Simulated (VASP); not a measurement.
Wanted: the native input for a VASP 6.6.1 run.

| Property | Result |
| --- | --- |
| Task | single point |
| Functional | PBEsol |
| Potentials or basis | VASP PAW PBE potentials, release 64 (Mg) |
| Cutoff | 520 eV |
| k mesh | 10 × 10 × 3 |
| Occupations | fermi-dirac, width 0.05 eV |
| Spin | no spin polarisation |
| Dipole correction | no |
| Further INCAR settings | ALGO = Normal; EDIFF = 1e-07; NBANDS = 12 |

The structure of Mg lies in POSCAR:

```
Mg
1.0
    3.0551489959      0.0000000000      0.0000000000
   -1.5275744980      2.6458366428      0.0000000000
    0.0000000000      0.0000000000     10.0464388425
Mg
4
Direct
    0.6666666667      0.3333333333      0.7500000000
    0.0000000000      0.0000000000      0.5000000000
    0.3333333333      0.6666666667      0.2500000000
    0.0000000000      0.0000000000      0.0000000000
```

The input as run:

INCAR

```
SYSTEM = Mg
  PREC = Accurate
  ENCUT = 520
  EDIFF = 1E-7
  ISMEAR = -1
  SIGMA = 0.05
  LREAL = .FALSE.
  LASPH = .TRUE.
  NELM = 80
  ALGO = Normal
  ISIF = 2
  LWAVE = .FALSE.
  LCHARG = .FALSE.
  GGA = PS
  NBANDS = 12
```

KPOINTS

```
Automatic mesh
0
G
  10 10 3
  0 0 0
```

Potentials or basis: VASP PAW PBE potentials, release 64 (Mg).

Launch:

```bash
$ cat potpaw_PBE.64/Mg/POTCAR > POTCAR
$ mpirun -np 1 vasp_std > vasp.out
```

It gave:

| Quantity | Value |
| --- | --- |
| Pressure | 5.0 GPa |
| Band gap on the k mesh | zero (bands 4 and 5 overlap by 1.92 eV) |

Caveat: the cell stands under pressure; the PAW data sets were made with another functional, which shifts forces and pressure a little.

It took 10 s on 1 thread of Intel(R) Xeon(R) 6975P-C (Granite Rapids), on a shared host, peak memory 0.2 GiB.
